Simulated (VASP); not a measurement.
Ge, 1 atom in the cell. Symmetry: Pm-3m, No. 221, cubic system. The conventional cell has a = 2.714 Å, b = 2.714 Å, c = 2.714 Å, α = 90.00°, β = 90.00°, γ = 90.00°. Ge (site symmetry m-3m) has 6 Ge at 2.71 Å within 3.6 Å. 

| Quantity | Value |
| --- | --- |
| Program | VASP 6.6.1 |
| Task | single point |
| Functional | PBE |
| Potentials or basis | VASP PAW PBE potentials, release 64 (Ge_d) |
| Cutoff | 520 eV |
| k mesh | 13 × 13 × 13 |
| Occupations | fermi-dirac, width 0.1 eV |
| Spin | no spin polarisation |
| Dipole correction | no |
| Further INCAR settings | ALGO = Normal; EDIFF = 1e-06; NBANDS = 13 |

Potentials or basis: VASP PAW PBE potentials, release 64 (Ge_d).

Run with:

```console
$ cat potpaw_PBE.64/Ge_d/POTCAR > POTCAR
$ mpirun -np 1 vasp_std > vasp.out
```

Hardware: 1 thread of Intel Xeon 6975P-C, on a shared host.

**Question.** How long does it take, and how much memory?

**Answer.** Run time: 7.2 s on 1 thread of Intel Xeon 6975P-C, with other jobs on the host, peak memory 0.14 GiB. Counts: scf iterations 10, k points 84.
